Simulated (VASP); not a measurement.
Runs of VASP 6.6.1 on InP. The structure is that of space group I-4m2 (No. 119), or close to it. The cells are those of the table. 

| cell | gap on the mesh (eV) | pressure (GPa) |
| --- | --- | --- |
| a = 4.308, b = 4.308, c = 3.900 Å, angles 63.1, 63.1, 53.8°, 2 atoms | 0.11 | 2.6 |
| a = 4.404, b = 4.404, c = 3.797 Å, angles 64.5, 64.5, 51.1°, 2 atoms | none | 2.0 |
| a = 4.029, b = 4.029, c = 4.652 Å, angles 54.7, 54.7, 70.5°, 2 atoms | none | (a) |
| a = 4.615, b = 4.615, c = 3.620 Å, angles 66.9, 66.9, 46.2°, 2 atoms | none | 1.0 |
| a = 4.522, b = 4.522, c = 3.692 Å, angles 65.9, 65.9, 48.2°, 2 atoms | none | (b) |

Alike in all rows: task single point; level PBE; potentials or basis VASP PAW PBE potentials, release 64 (In_d, P); no spin polarisation; k mesh 10 × 10 × 10; cutoff (eV) 520; smearing gaussian 0.05 eV.

Task: Estimate the missing entries.

Result: (a) 0.2; (b) 1.6.

Caveats: spin-orbit coupling is left out, which moves the levels of the heavy elements; semilocal functionals underestimate gaps, so a narrow gap can read as zero (at least some runs).

A k mesh can miss the band edges, and the runs leave out spin-orbit coupling on In.

A gap of «none» marks levels without a gap at the run's occupations.
